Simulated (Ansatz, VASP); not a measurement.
# Two plane-wave programs on LuSb5

```
Lu Sb
1.0
     6.03616    0.00000    0.00000
    -3.01808    5.22747    0.00000
     0.00000    0.00000    5.76227
Lu Sb
1 5
Direct
  0.00000 0.00000 0.50000
  0.50000 0.00000 0.00000
  0.00000 0.50000 0.00000
  0.50000 0.50000 0.00000
  0.33333 0.66667 0.50000
  0.66667 0.33333 0.50000
```

Alike in both runs: functional PBE; k mesh 6 × 6 × 4; occupations gaussian, width 0.1 eV; no spin polarisation.

Ansatz relaxed the structure, and its values are those at the end. VASP's run is a single point on that final structure, the one shown.

```csv
,VASP,Ansatz
version,VASP 6.6.1,Ansatz 0.2.0
potentials or method,"VASP PAW PBE potentials, release 64 (Lu, Sb), cutoff 520 eV","scalar-relativistic, plane waves, PAW"
valence electrons in the cell,50,100
```

```tsv
	VASP	Ansatz	Ansatz less VASP
gap on the k mesh at the Fermi level (eV)	none	none	-
pressure (GPa)	0.0	0.0	+0.02
```

A gap of «none» marks a metal or a gap that the smearing closes. With one functional, cell and mesh, what is left measures potentials, basis and numerics. VASP's potentials hold 50 valence electrons a cell and Ansatz's 100, so a difference there can come from the potentials and not from the codes.

Spin-orbit coupling is off throughout.
